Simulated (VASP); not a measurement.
YTaP:

```
Y Ta P
1.0
     3.58680    0.00000    0.00000
     0.00000    3.58680    0.00000
     0.00000    0.00000    9.08050
Y Ta P
2 2 2
Direct
  0.00000 0.50000 0.90000
  0.50000 0.00000 0.10000
  0.00000 0.50000 0.33500
  0.50000 0.00000 0.66500
  0.00000 0.50000 0.61700
  0.50000 0.00000 0.38300
```

Base run:

| Item | Value |
| --- | --- |
| Program | VASP 6.6.1 |
| Functional | r2SCAN |
| Potentials or basis | VASP PAW PBE potentials, release 64 (Y_sv, Ta_pv, P) |
| Cutoff | 520 eV |
| k mesh | 5 × 5 × 2 |
| Occupations | gaussian, width 0.0157 eV |
| Spin | no spin polarisation |

Its results: band gap on the k mesh zero (bands 27 and 28 overlap by 0.66 eV); pressure 5.7 GPa; largest force 1.295 eV/Å.

**Question.** The run is repeated on the same cell with these changes: hubbard terms from none to Y d U = 1.0 eV. What comes out?

**Answer.** Band gap on the k mesh zero (bands 27 and 28 overlap by 0.67 eV); pressure 7.4 GPa; largest force 1.427 eV/Å.

Caveats: the cell stands under pressure; the PAW data sets were made with another functional, which shifts forces and pressure a little; spin-orbit coupling is left out, which moves the levels of the heavy elements; U without spin polarisation on a metal has little footing (at least some runs); the U is typed as a test and isn't derived for this compound (at least some runs).
